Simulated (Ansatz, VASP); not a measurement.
PbF2 in VASP and in Ansatz

Contents of POSCAR:

```
PbF2
1.0
    0.0000000000      2.9031601670      2.9031601670
    2.9031601670      0.0000000000      2.9031601670
    2.9031601670      2.9031601670      0.0000000000
Pb F
1 2
Direct
    0.0000000000      0.0000000000      0.0000000000
    0.7500000000      0.7500000000      0.7500000000
    0.2500000000      0.2500000000      0.2500000000
```

File INCAR.step1:

```
PREC     = Accurate       # precision mode
ENCUT    = 660            # plane-wave cutoff, eV
ISMEAR   = -1             # smearing method
SIGMA    = 0.05           # smearing width, eV
LREAL    = F              # projectors in reciprocal space
LASPH    = T              # aspherical terms in the spheres
NELM     = 120            # most SCF steps
NBANDS   = 21             # bands
GGA      = PE             # functional
ALGO     = Normal         # electronic algorithm
EDIFF    = 1E-5           # SCF threshold, eV
LWAVE    = T              # write WAVECAR
LCHARG   = F              # write CHGCAR
GGA_COMPAT= F
```

Contents of INCAR.step2:

```
PREC     = Accurate       # precision mode
ENCUT    = 660            # plane-wave cutoff, eV
EDIFF    = 1E-6           # SCF threshold, eV
ISMEAR   = -1             # smearing method
SIGMA    = 0.05           # smearing width, eV
LREAL    = F              # projectors in reciprocal space
LASPH    = T              # aspherical terms in the spheres
NELM     = 120            # most SCF steps
ALGO     = Normal         # electronic algorithm
ISIF     = 2              # what is computed and relaxed
LWAVE    = F              # write WAVECAR
LCHARG   = T              # write CHGCAR
METAGGA  = R2SCAN         # meta-GGA
LMIXTAU  = T            
LELF     = T              # ELF
LVHAR    = T            
NBANDS   = 21             # bands
ISTART   = 1            
GGA_COMPAT= F
```

Contents of KPOINTS:

```
regular mesh
0
Gamma
  8 8 8
```

Contents of input.yaml:

```yaml
crystal:
  lattice:
    - [0.0, 2.903160167, 2.903160167]
    - [2.903160167, 0.0, 2.903160167]
    - [2.903160167, 2.903160167, 0.0]
  atoms:
    - { symbol: Pb, position: [0.0, 0.0, 0.0] }
    - { symbol: F, position: [0.75, 0.75, 0.75] }
    - { symbol: F, position: [0.25, 0.25, 0.25] }
hamiltonian:
  xc: r2scan
  pseudopotentials: { kind: paw }
kpoints:
  mp_grid: { grid: [8, 8, 8] }
scf:
  occupations: { method: fermi_dirac, width: 0.05 }
output:
  forces: true
  stress: true
  eigenvalues: true
  write_density: true
  write_potential: true
  elf: true
  volumetric_format: npy
```

Alike in both runs: task single point; functional r2SCAN; k mesh 8 × 8 × 8; occupations fermi-dirac, width 0.05 eV; no spin polarisation.

```csv
,VASP,Ansatz
version,VASP 6.6.1,Ansatz 0.2.0
potentials or method,"VASP PAW PBE potentials, release 64 (Pb_d, F)",Ansatz PAW
plane-wave cutoff (eV),660,500
valence electrons in the cell,28,28
```

|  | VASP | Ansatz | Ansatz less VASP |
| --- | --- | --- | --- |
| gap on the k mesh at the Fermi level (eV) | 4.90 | 4.90 | -0.005 |
| least direct gap on the mesh (eV) | 5.06 | 5.05 | -0.006 |
| pressure (GPa) | 5.1 | 5.2 | +0.12 |

VASP's potentials were made for PBE, not for r2SCAN. With one functional, cell and mesh, what is left measures potentials, basis and numerics.

Neither program's run includes spin-orbit coupling.
